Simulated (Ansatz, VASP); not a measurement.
SiGe: VASP beside Ansatz

```xyz
4
Lattice="3.7634 0.0000 0.0000 -1.8817 3.2592 0.0000 0.0000 0.0000 6.2195" Properties=species:S:1:pos:R:3 pbc="T T T"
Si    1.8817    1.0864    5.4390
Si    0.0000    2.1728    2.3292
Ge    1.8817    1.0864    3.0642
Ge    0.0000    2.1728   -0.0455
```

Alike in both runs: task single point; functional LDA; k mesh 12 × 12 × 6; occupations gaussian, width 0.03 eV; no spin polarisation.

|  | VASP | Ansatz |
| --- | --- | --- |
| version | VASP 6.6.1 | Ansatz 0.2.0 |
| potentials or method | VASP PAW LDA potentials, release 64 (Si, Ge_d), cutoff 520 eV | scalar-relativistic, plane waves, PAW |
| valence electrons in the cell | 36 | 36 |

|  | VASP | Ansatz | Ansatz less VASP |
| --- | --- | --- | --- |
| gap on the k mesh at the Fermi level (eV) | 0.20 | 0.20 | -0.001 |
| least direct gap on the mesh (eV) | 0.69 | 0.67 | -0.016 |
| pressure (GPa) | 8.9 | 8.8 | -0.13 |
| traceless stress, the component that is largest in VASP (GPa) | -2.75 | -2.74 | +0.016 |
| rms of the force components (eV/Å) | 0.404 | 0.404 | -0.0005 |

Ansatz warns that its potentials were made for another functional, while VASP's fit it. LDA's correlation is that of Perdew and Zunger in VASP and of Perdew and Wang (1992) in Ansatz. Atom by atom the forces differ by 0.000 eV/Å (rms over components).
